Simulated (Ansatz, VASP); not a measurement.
## One calculation of Pb, two programs

The input INCAR:

```
  PREC = Accurate
  ENCUT = 520
  EDIFF = 1E-6
  ISMEAR = -1
  SIGMA = 0.05
  LREAL = F
  LASPH = T
  NELM = 80
  ALGO = Fast
  ISIF = 2
  LWAVE = F
  LCHARG = F
  GGA = PE
  NBANDS = 21
```

The input KPOINTS:

```
regular mesh
0
Gamma
  7 7 7
```

File POSCAR:

```
Pb
1.0
    0.0000000000      3.4842552460      3.4842552460
    3.4842552460      0.0000000000      3.4842552460
    3.4842552460      3.4842552460      0.0000000000
Pb
2
Direct
    0.2500000000      0.2500000000      0.2500000000
    0.0000000000      0.0000000000      0.0000000000
```

Contents of input.yaml:

```yaml
crystal:
  lattice:
    - [0.0, 3.484255246, 3.484255246]
    - [3.484255246, 0.0, 3.484255246]
    - [3.484255246, 3.484255246, 0.0]
  atoms:
    - { symbol: Pb, position: [0.25, 0.25, 0.25] }
    - { symbol: Pb, position: [0.0, 0.0, 0.0] }
hamiltonian:
  xc: pbe
  pseudopotentials: { kind: paw }
kpoints:
  mp_grid: { grid: [7, 7, 7] }
scf:
  occupations: { method: fermi_dirac, width: 0.05 }
output:
  forces: true
  stress: true
  eigenvalues: true
```

Alike in both runs: task single point; functional PBE; k mesh 7 × 7 × 7; occupations fermi-dirac, width 0.05 eV; no spin polarisation.

```csv
,VASP,Ansatz
version,VASP 6.6.1,Ansatz 0.2.0
potentials or method,"VASP PAW PBE potentials, release 64 (Pb_d)",Ansatz PAW
plane-wave cutoff (eV),520,420
valence electrons in the cell,28,28
```

Ansatz gave:

- gap on the k mesh at the Fermi level (eV): none
- pressure (GPa): 1.1

Q: What did VASP give for the same quantities?

A: gap on the k mesh at the Fermi level (eV): none; pressure (GPa): 1.0.

A gap of «none» marks a metal or a gap that the smearing closes.

Neither program's run includes spin-orbit coupling.
